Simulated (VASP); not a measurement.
Set up this calculation in VASP 6.6.1, as the native input.

```
Task                   : dielectric tensor
Functional             : PBE
Potentials or basis    : VASP PAW PBE potentials, release 64 (Ga_d, As_d)
Cutoff                 : 520 eV
k mesh                 : 6 × 6 × 6
Occupations            : gaussian, width 0.01 eV
Spin                   : no spin polarisation
Dipole correction      : no
Second run             : valence_matched
Further INCAR settings : ALGO = Normal; EDIFF = 1e-08
```

The structure of GaAs lies in POSCAR:

```
GaAs
1.0
    0.0000000000      2.8330831656      2.8330831656
    2.8330831656      0.0000000000      2.8330831656
    2.8330831656      2.8330831656      0.0000000000
Ga As
1 1
Direct
    0.0000000000      0.0000000000      0.0000000000
    0.2500000000      0.2500000000      0.2500000000
```

One way to write it, as run:

INCAR

```
  PREC = Accurate
  ENCUT = 520
  EDIFF = 1E-8
  ISMEAR = 0
  SIGMA = 0.01
  LREAL = F
  LASPH = T
  NELM = 120
  ALGO = Normal
  ISIF = 2
  LWAVE = F
  LCHARG = F
  GGA = PE
  LEPSILON = T
  GGA_COMPAT = F
```

KPOINTS

```
regular mesh
0
Gamma
  6 6 6
```

Potentials or basis: VASP PAW PBE potentials, release 64 (Ga_d, As_d).

Run with:

```bash
$ cat potpaw_PBE.64/Ga_d/POTCAR potpaw_PBE.64/As_d/POTCAR > POTCAR
$ mpirun -np 1 vasp_std > vasp.out
```

It gave:

- Band gap on the k mesh: 0.47 eV, direct
- Electronic dielectric tensor (diagonal): 63.95
- Born charges (mean of the diagonal): Ga +2.67; As -2.67 e

Caveat: the gap is small at this level, which inflates the dielectric constant.

Wall time 4.2 min on 1 thread of Intel(R) Xeon(R) Platinum 8559C (Emerald Rapids) (shared host), peak memory 0.24 GiB.
